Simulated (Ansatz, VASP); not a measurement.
## ScB3 in VASP and in Ansatz

```
Sc B
1.0
     3.67011    0.00000    0.00000
     0.00000    3.67011    0.00000
     0.00000    0.00000    3.67011
Sc B
1 3
Direct
  0.00000 0.00000 0.00000
  0.50000 0.50000 0.00000
  0.50000 0.00000 0.50000
  0.00000 0.50000 0.50000
```

Alike in both runs: task single point; functional PBE; k mesh 2 × 2 × 2; occupations fermi-dirac, width 0.1 eV; collinear spin; Hubbard terms Sc d U = 4.0 eV.

```csv
,VASP,Ansatz
version,VASP 6.6.1,Ansatz 0.2 development build
potentials or method,"VASP PAW PBE potentials, release 64 (Sc_sv, B)","PAW hard, scalar-relativistic"
plane-wave cutoff (eV),500,710
```

|  | VASP | Ansatz | Ansatz less VASP |
| --- | --- | --- | --- |
| net moment per atom (μB) | 0.00 | 0.00 | 0.000 |

The programs project onto different local orbitals, so the same U acts differently, and such runs can settle in different states. Ansatz's warnings: filled band counts differ across k points, seeded moment not kept.

The k mesh is coarse, so the values compare programs but aren't converged.
